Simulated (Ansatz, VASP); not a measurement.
## ZnCu2: VASP beside Ansatz

```
CELL_PARAMETERS angstrom
2.48737 0.00000 0.00000
-1.24369 2.15413 0.00000
0.00000 0.00000 20.06190
ATOMIC_POSITIONS crystal
Zn 0.16667 0.33333 0.40025
Cu 0.50000 0.00000 0.50000
Cu 0.83333 0.66667 0.59975
```

Alike in both runs: task single point; functional LDA; k mesh 17 × 17 × 1; occupations fermi-dirac, width 0.05 eV; no spin polarisation.

```csv
,VASP,Ansatz
version,VASP 6.6.1,Ansatz 0.2.0
potentials or method,"VASP PAW LDA potentials, release 64 (Zn, Cu), cutoff 520 eV","all-electron LAPW, scalar-relativistic"
```

VASP gave:

* rms of the force components (eV/Å): 0.348

What did Ansatz give for the same quantities?

rms of the force components (eV/Å): 0.330.

LDA's correlation is that of Perdew and Zunger in VASP and of Perdew and Wang (1992) in Ansatz. Atom by atom the forces differ by 0.021 eV/Å (rms over components). Ansatz ran all-electron here, and VASP with PAW potentials.
